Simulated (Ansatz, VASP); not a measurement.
Si5C3: VASP beside Ansatz

```
Si C
1.0
     3.08820    0.00000    0.00000
    -1.54410    2.67446    0.00000
     0.00000    0.00000   11.63190
Si C
5 3
Direct
  0.00000 0.00000 0.04002
  0.33333 0.66667 0.25728
  0.66667 0.33333 0.47548
  0.33333 0.66667 0.69337
  0.33333 0.66667 0.89848
  0.00000 0.00000 0.20423
  0.33333 0.66667 0.42066
  0.66667 0.33333 0.63948
```

Alike in both runs: functional PBE; k mesh 5 × 5 × 2; occupations gaussian, width 0.2 eV; no spin polarisation.

Ansatz relaxed the structure, and its values are those at the end. VASP's run is a single point on that final structure, the one shown.

|  | VASP | Ansatz |
| --- | --- | --- |
| version | VASP 6.6.1 | Ansatz 0.2.0 |
| potentials or method | VASP PAW PBE potentials, release 64 (Si, C), cutoff 520 eV | scalar-relativistic, plane waves, PAW |
| valence electrons in the cell | 32 | 32 |

```csv
,VASP,Ansatz,Ansatz less VASP
gap on the k mesh at the Fermi level (eV),none,none,-
pressure (GPa),0.0,0.0,+0.06
rms of the force components (eV/Å),0.010,0.008,-0.0016
```

A gap of «none» marks a metal or a gap that the smearing closes. With one functional, cell and mesh, what is left measures potentials, basis and numerics.

The k mesh is coarse, so the values compare programs but aren't converged.
